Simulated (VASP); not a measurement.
# Hg (Im-3m) in VASP: further runs

The runs below take Hg through single point, relaxation of cell and atoms, with LDA.

Program: VASP 6.6.1. These are calculated values, not measurements. Logs are shortened: lines on timing, memory, paths and dates and some standing lists are left out, and cuts for length are marked.

### 1 The cell of the first run

It takes space group Im-3m (No. 229, cubic). The conventional cell has a = 2.829 Å, b = 2.829 Å, c = 2.829 Å, α = 90.00°, β = 90.00°, γ = 90.00°. Hg (site symmetry m-3m) has 14 Hg at 2.45 to 2.83 Å within 3.2 Å.

### 2 Single point, LDA

The input, INCAR:

```
PREC = Accurate ; ENCUT = 520
EDIFF = 1E-7 ; ISMEAR = -1
SIGMA = 0.08 ; LREAL = F
LASPH = T ; NELM = 80
ALGO = Normal ; ISIF = 2
LWAVE = F ; LCHARG = F
NBANDS = 12
```

The input, KPOINTS:

```
Automatic mesh
0
Gamma
  19 19 19
```

The input, POSCAR:

```
Hg
1.0
   -1.4142613918      1.4142613918      1.4142613918
    1.4142613918     -1.4142613918      1.4142613918
    1.4142613918      1.4142613918     -1.4142613918
Hg
1
Direct
    0.0000000000      0.0000000000      0.0000000000
```

Potentials or basis: VASP PAW LDA potentials, release 64 (Hg).

Run with:

```
$ cat potpaw_LDA.64/Hg/POTCAR > POTCAR
$ mpirun -np 1 vasp_std > vasp.out
```

OUTCAR:

```text
PREC = Accurate
   ENCUT = 520
   EDIFF = 1E-7
   ISMEAR = -1
   LREAL = F
   LASPH = T
   NELM = 80
   ISIF = 2

 ion  position               nearest neighbor table
   1  0.000  0.000  0.000-

  LATTYP: Found a body centered cubic cell.
 ALAT       =     2.8285227836

  Lattice vectors:

 A1 = (  -1.4142613918,   1.4142613918,   1.4142613918)
 A2 = (   1.4142613918,  -1.4142613918,   1.4142613918)
 A3 = (   1.4142613918,   1.4142613918,  -1.4142613918)

Analysis of symmetry for initial positions (statically):
=====================================================================
 Subroutine PRICEL returns:
 Original cell was already a primitive cell.

 Routine SETGRP: Setting up the symmetry group for a
 body centered cubic supercell.

 Subroutine GETGRP returns: Found 48 space group operations
 (whereof 48 operations were pure point group operations)
 out of a pool of 48 trial point group operations.

The static configuration has the point symmetry O_h .

Analysis of symmetry for dynamics (positions and initial velocities):
=====================================================================
 Subroutine PRICEL returns:
 Original cell was already a primitive cell.

 Routine SETGRP: Setting up the symmetry group for a
 body centered cubic supercell.

 Subroutine GETGRP returns: Found 48 space group operations
 (whereof 48 operations were pure point group operations)
 out of a pool of 48 trial point group operations.

The dynamic configuration has the point symmetry O_h .

 Subroutine INISYM returns: Found 48 space group operations
 (whereof 48 operations are pure point group operations),
 and found     1 'primitive' translations

----------------------------------------------------------------------------------------

                                     Primitive cell

  volume of cell :      11.3149

  direct lattice vectors                    reciprocal lattice vectors
    -1.414261392  1.414261392  1.414261392     0.000000000  0.353541434  0.353541434
     1.414261392 -1.414261392  1.414261392     0.353541434  0.000000000  0.353541434
     1.414261392  1.414261392 -1.414261392     0.353541434  0.353541434  0.000000000

  length of vectors
     2.449572586  2.449572586  2.449572586     0.499983090  0.499983090  0.499983090

  position of ions in fractional coordinates (direct lattice)
     0.000000000  0.000000000  0.000000000

  ion indices of the primitive-cell ions
[... 79 lines left out ...]
   NFREE  =      0    steps in history (QN), initial steepest desc. (CG)
   ISIF   =      2    stress and relaxation
   ISYM   =      2    0-nonsym 1-usesym 2-fastsym
   POTIM  = 0.5000    time-step for ionic-motion
   TEBEG  =    0.0;   TEEND  =   0.0 temperature during run
   PSTRESS=    0.0 pullay stress
   NELECT =      12.0000    total number of electrons
   NUPDOWN=      -1.0000    fix difference up-down
   EMIN   =  10.00;   EMAX   =-10.00  energy-range for DOS
   EFERMI =   0.00;   METHOD = LEGACY
   ISMEAR =    -1;   SIGMA  =   0.08  broadening in eV -4-tet -1-fermi 0-gaus
   EFERMI_NEDOS =   21; number of points for ismear=-14 and -15
   IALGO  =     38    algorithm
   IMIX   =      4    mixing-type and parameters
     AMIX     =   0.40;   BMIX     =  1.00
     AMIX_MAG =   1.60;   BMIX_MAG =  1.00
  volume/ion in A,a.u.               =      11.31        76.36
  Fermi-wavevector in a.u.,A,eV,Ry     =   1.669497  3.154891 37.922420  2.787219
  Thomas-Fermi vector in A             =   2.755159
   LORBIT       =      0    0 simple, 1 ext, 2 COOP (PROOUT), +10 PAW based schemes
   GGA     = CA    functional components
   LHFCALC =     F    Hartree Fock is set to
   AEXX    =    0.0000 exact exchange contribution
   IVDW    =     0    specifies the selected vdW correction
   LEPSILON=     F    determine dielectric tensor
   LRPA    =     F    only Hartree local field effects (RPA)
 non-spin polarized calculation
  energy-cutoff  :      520.00
  volume of cell :       11.31
 maximum number of plane-waves:       321
   NGX =  9   NGY =  9   NGZ =  9

 number of electron      11.9999997 magnetization

 Free energy of the ion-electron system (eV)
  ---------------------------------------------------
  ext. energy  EPLUGINS =         0.00000000
  ---------------------------------------------------
  free energy    TOTEN  =         4.29314675 eV

  energy without entropy =        4.29828468  energy(sigma->0) =        4.29571571

 E-fermi :  14.3165     XC(G=0): -15.4935

 val. band max:       14.2968537152   @ k =   0.4211   0.1053   0.0526
 cond. band min:      14.3531781762   @ k =  -0.4211  -0.4211   0.1053
 fundamental gap:      0.0563244610
 Fermi energy:        14.3165342542

 k-point     1 :       0.0000    0.0000    0.0000
  band No.  band energies     occupation
      1      -5.8273      2.00000
      2       0.2670      2.00000
      3       0.2670      2.00000
      4       0.2670      2.00000
      5       3.5600      2.00000
      6       3.5600      2.00000
      7      28.2149      0.00000
      8      28.2149      0.00000
      9      28.2149      0.00000
     10      39.4474      0.00000
     11      39.4474      0.00000
     12      42.0990      0.00000
[... 331 lines left out ...]
 k-point    24 :       0.3158    0.1053    0.0000
  band No.  band energies     occupation
      1      -2.7578      2.00000
      2      -1.2159      2.00000
      3       1.9450      2.00000
      4       3.2347      2.00000
      5       4.1450      2.00000
      6       6.4566      2.00000
      7      18.8460      0.00000
      8      24.1094      0.00000
      9      27.7248      0.00000
     10      34.5366      0.00000
     11      38.5421      0.00000
     12      38.8842      0.00000

 [... further k-points ...]

------------------------ aborting loop because EDIFF is reached ----------------------------------------

  FORCE on cell =-STRESS in cart. coord.  units (eV):
  Direction    XX          YY          ZZ          XY          YZ          ZX
  --------------------------------------------------------------------------------------
  -------------------------------------------------------------------------------------
  Total       22.7507863     22.7507863     22.7507863      0.0000000      0.0000000      0.0000000
  in kB     3221.4985860   3221.4985860   3221.4985860      0.0000000      0.0000000      0.0000000
  external PRESSURE =    3221.4985860 kB  Pullay stress =       0.0000000 kB

 VOLUME and BASIS-vectors are now :
 -----------------------------------------------------------------------------
  energy-cutoff  :      520.00
  volume of cell :       11.31
      direct lattice vectors                 reciprocal lattice vectors
    -1.414261392  1.414261392  1.414261392     0.000000000  0.353541434  0.353541434
     1.414261392 -1.414261392  1.414261392     0.353541434  0.000000000  0.353541434
     1.414261392  1.414261392 -1.414261392     0.353541434  0.353541434  0.000000000

 POSITION                                       TOTAL-FORCE (eV/Angst)
 -----------------------------------------------------------------------------------
      0.00000      0.00000      0.00000         0.000000      0.000000     -0.000000
 -----------------------------------------------------------------------------------
    total drift:                                0.000000      0.000000      0.000000

  FREE ENERGIE OF THE ION-ELECTRON SYSTEM (eV)
  ---------------------------------------------------
  free  energy   TOTEN  =         4.2931467490 eV

  energy  without entropy=        4.2982846785  energy(sigma->0) =        4.29571571
```

Wall time 8.5 s (1 thread of Intel Xeon 6975P-C (Granite Rapids), shared host); peak memory 0.13 GiB.

Results:

| Quantity | Value |
| --- | --- |
| Free energy | 4.2931 eV |
| Pressure | 322.1 GPa |
| Band gap on the k mesh | zero (bands 6 and 7 overlap by 2.21 eV) |

Caveat: the cell stands under pressure; spin-orbit coupling is left out, which moves the levels of the heavy elements.

### 3 Single point, LDA

The input, INCAR:

```
  PREC = Accurate
  ENCUT = 520
  EDIFF = 1E-7
  ISMEAR = -1
  SIGMA = 0.08
  LREAL = F
  LASPH = T
  NELM = 60
  ALGO = Normal
  ISIF = 2
  LWAVE = F
  LCHARG = T
  GGA = CA
  LELF = T
  LVHAR = T
  NBANDS = 12
```

KPOINTS is that of step 2.

POSCAR is that of step 2.

Potentials or basis: VASP PAW LDA potentials, release 64 (Hg).

Run with:

```
$ cat potpaw_LDA.64/Hg/POTCAR > POTCAR
$ mpirun -np 1 vasp_std > vasp.out
```

Run time: 8.8 s. Hardware: 1 thread of Intel Xeon 6975P-C (Granite Rapids), shared host; peak memory 0.14 GiB.

Results (log left out):

* Free energy: 4.2931 eV
* Pressure: 322.1 GPa
* Band gap on the k mesh: zero (bands 6 and 7 overlap by 2.21 eV)

Levels at points of the mesh, in eV from the Fermi level:
| k point | band 3 | band 4 | band 5 | band 6 | band 7 | band 8 | band 9 | band 10 |
| --- | --- | --- | --- | --- | --- | --- | --- | --- |
| (0.00, 0.00, 0.00) | -14.05 | -14.05 | -10.76 | -10.76 | 13.90 | 13.90 | 13.90 | 25.13 |

Caveat: the cell stands under pressure; spin-orbit coupling is left out, which moves the levels of the heavy elements.

### 4 Relaxation of cell and atoms, LDA, target pressure 300 GPa, at which the enthalpy is minimised

The input, INCAR:

```
SYSTEM = Hg
ALGO = Normal
EDIFF = 1E-6
EDIFFG = -0.005
ENCUT = 600
GGA = CA
IBRION = 2
ISIF = 3
ISMEAR = -1
LASPH = .True.
LCHARG = .False.
LREAL = .False.
LWAVE = .False.
NELM = 60
NSW = 60
PREC = Accurate
PSTRESS = 3000.0
SIGMA = 0.08
```

The input, KPOINTS:

```
k-points
0
Gamma
  19 19 19
  0 0 0
```

The input, POSCAR:

```
Hg
1.0
   -1.4141553353      1.4141553353      1.4141553353
    1.4141553353     -1.4141553353      1.4141553353
    1.4141553353      1.4141553353     -1.4141553353
Hg
1
Direct
    0.0000000000      0.0000000000      0.0000000000
```

Run with:

```
$ cat potpaw_LDA.64/Hg/POTCAR > POTCAR
$ mpirun -np 1 vasp_std > vasp.out
```

Run time: 26 s. Hardware: 1 thread of Intel Xeon 6975P-C (Granite Rapids), shared host; peak memory 0.16 GiB.

Results (log left out):

| Property | Result |
| --- | --- |
| Free energy | 3.9298 eV |
| Relaxed volume | 11.50 Å³/atom |
| Relaxed cell | a = 2.463 Å, b = 2.463 Å, c = 2.463 Å, α = 109.47°, β = 109.47°, γ = 109.47° |
| Space group after relaxing (to 0.1 Å) | Im-3m (No. 229) |
| Energy change on relaxing (the run minimises the enthalpy) | -368.1 meV/atom |
| Ionic steps | 4 |
| Pressure after relaxing | 299.9 GPa |
| Band gap on the k mesh | zero (bands 6 and 7 overlap by 2.28 eV) |

The path:
```
step  energy change (eV)  largest force (eV/Å)  pressure (GPa)  volume (Å³)
   1              0.0000                0.0000          322.65        11.31
   2             -3.5050                0.0000          112.84        14.14
   3             -0.4169                0.0000          296.94        11.53
   4             -0.3681                0.0000          299.94        11.50
```

Final structure:
```yaml
crystal:
  lattice:
    - [-1.42201, 1.42201, 1.42201]
    - [1.42201, -1.42201, 1.42201]
    - [1.42201, 1.42201, -1.42201]
  atoms:
    - { symbol: Hg, position: [0.00000, 0.00000, 0.00000] }
```

Levels at points of the mesh, in eV from the Fermi level:
```tsv
k point	band 4	band 5	band 6	band 7	band 8	band 9
(0.00, 0.00, 0.00)	-13.78	-10.57	-10.57	14.03	14.03	14.03
```

Caveat: the cell is relaxed towards a set pressure, so the run minimises the enthalpy, not the energy; spin-orbit coupling is left out, which moves the levels of the heavy elements.

### 5 Relaxation of cell and atoms, LDA, target pressure 300 GPa, at which the enthalpy is minimised

The input, INCAR:

```
SYSTEM = Hg
  PREC = Accurate
  ENCUT = 600
  EDIFF = 1E-6
  ISMEAR = -1
  SIGMA = 0.08
  LREAL = .False.
  LASPH = .True.
  NELM = 60
  ALGO = Normal
  ISIF = 3
  LWAVE = .False.
  LCHARG = .False.
  GGA = CA
  IBRION = 2
  NSW = 32
  EDIFFG = -0.005
  PSTRESS = 3000.0
```

The input, KPOINTS:

```
Automatic mesh
0
Gamma
  19 19 19
  0 0 0
```

The input, POSCAR:

```
Hg
1.0
   -1.4142613918      1.4142613918      1.4142613918
    1.4142613918     -1.4142613918      1.4142613918
    1.4142613918      1.4142613918     -1.4142613918
Hg
1
Direct
    0.0000000000      0.0000000000      0.0000000000
```

Run with:

```
$ cat potpaw_LDA.64/Hg/POTCAR > POTCAR
$ mpirun -np 1 vasp_std > vasp.out
```

It took 26 s on 1 thread of Intel Xeon 6975P-C (Granite Rapids), shared host; peak memory 0.16 GiB.

Results (log left out):

* Free energy: 3.9299 eV
* Relaxed volume: 11.50 Å³/atom
* Relaxed cell: a = 2.463 Å, b = 2.463 Å, c = 2.463 Å, α = 109.47°, β = 109.47°, γ = 109.47°
* Space group after relaxing (to 0.1 Å): Im-3m (No. 229)
* Energy change on relaxing (the run minimises the enthalpy): -362.9 meV/atom
* Ionic steps: 4
* Pressure after relaxing: 299.9 GPa
* Band gap on the k mesh: zero (bands 6 and 7 overlap by 2.28 eV)

Step by step:
```tsv
step	energy change (eV)	largest force (eV/Å)	pressure (GPa)	volume (Å³)
1	0.0000	0.0000	322.33	11.31
2	-3.4724	0.0000	114.45	14.10
3	-0.4104	0.0000	297.03	11.53
4	-0.3629	0.0000	299.95	11.50
```

Final structure:
```
CELL_PARAMETERS angstrom
-1.42201 1.42201 1.42201
1.42201 -1.42201 1.42201
1.42201 1.42201 -1.42201
ATOMIC_POSITIONS crystal
Hg 0.00000 0.00000 0.00000
```

Levels at points of the mesh, in eV from the Fermi level:
```csv
k point,band 4,band 5,band 6,band 7,band 8,band 9
"(0.00, 0.00, 0.00)",-13.78,-10.57,-10.57,14.03,14.03,14.03
```

Caveat: the cell is relaxed towards a set pressure, so the run minimises the enthalpy, not the energy; spin-orbit coupling is left out, which moves the levels of the heavy elements.

The gap in the log of VASP goes by the Fermi energy; the results here count the filled bands.